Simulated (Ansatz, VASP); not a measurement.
## NiMoIrPdW: VASP beside Ansatz

Contents of INCAR:

```
SYSTEM = NiMoIrPdW
PREC = Accurate
ENCUT = 520
EDIFF = 1E-6
ISMEAR = -1
SIGMA = 0.05
LREAL = .False.
LASPH = .True.
NELM = 150
ALGO = Fast
ISIF = 2
LWAVE = .False.
LCHARG = .True.
ISPIN = 2
MAGMOM = 1 1 0 0.6 0
LORBIT = 11
LMAXMIX = 4
GGA = PE
LELF = .True.
LVHAR = .True.
NBANDS = 40
```

File KPOINTS:

```
regular mesh
0
Gamma
  8 8 2
  0 0 0
```

POSCAR

```
NiMoIrPdW
1.0
    2.2967375905     -1.4021599643      0.0088750501
    2.2967375905      1.4021599643      0.0088750501
   -2.1609669558      0.0000000000     10.7007439592
Ni Mo Pd Ir W
1 1 1 1 1
Direct
    0.4983800000      0.4983800000      0.2952500000
    0.3177300000      0.3177300000      0.9120700000
    0.2473300000      0.2473300000      0.4906100000
    0.7498200000      0.7498200000      0.1080200000
    0.6867300000      0.6867300000      0.6940600000
```

Contents of input.yaml:

```yaml
crystal:
  lattice:
    - [2.2967375905, -1.4021599643, 0.0088750501]
    - [2.2967375905, 1.4021599643, 0.0088750501]
    - [-2.1609669558, 0.0, 10.7007439592]
  atoms:
    - { symbol: Ni, position: [0.49838, 0.49838, 0.29525], spin: 1.0 }
    - { symbol: Mo, position: [0.31773, 0.31773, 0.91207], spin: 1.0 }
    - { symbol: Pd, position: [0.24733, 0.24733, 0.49061] }
    - { symbol: Ir, position: [0.74982, 0.74982, 0.10802], spin: 0.6 }
    - { symbol: W, position: [0.68673, 0.68673, 0.69406] }
kpoints:
  mp_grid: { grid: [8, 8, 2] }
scf:
  occupations: { method: fermi_dirac, width: 0.05 }
hamiltonian:
  xc: pbe
  pseudopotentials: { kind: all_electron, lapw: { basis_error: 0.003 } }
magnetization:
  spin_polarized: true
output:
  forces: true
  stress: true
  eigenvalues: true
```

Change from the starting cell: volume scaled by 0.94.

Alike in both runs: task single point; functional PBE; k mesh 8 × 8 × 2; occupations fermi-dirac, width 0.05 eV; collinear spin.

|  | VASP | Ansatz |
| --- | --- | --- |
| version | VASP 6.6.1 | Ansatz 0.2.0 |
| potentials or method | VASP PAW PBE potentials, release 64 (Ni, Mo_sv, Pd, Ir, W_sv), cutoff 520 eV | all-electron LAPW, scalar-relativistic |

VASP gave:

- gap on the k mesh at the Fermi level (eV): none
- pressure (GPa): 17.8
- traceless stress, the component that is largest in VASP (GPa): -1.57
- rms of the force components (eV/Å): 0.185
- net moment per atom (μB): 0.00

Task: What did Ansatz give for the same quantities?

Result: gap on the k mesh at the Fermi level (eV): none; pressure (GPa): 17.7; traceless stress, the component that is largest in VASP (GPa): -1.57; rms of the force components (eV/Å): 0.173; net moment per atom (μB): 0.00.

Atom by atom the forces differ by 0.013 eV/Å (rms over components). A gap of «none» marks a metal or a gap that the smearing closes. Ansatz ran all-electron here, and VASP with PAW potentials.

Neither program's run includes spin-orbit coupling. Noted on Ansatz's run: the k mesh is thin for a metal, which can move the energy by tens of meV per atom.
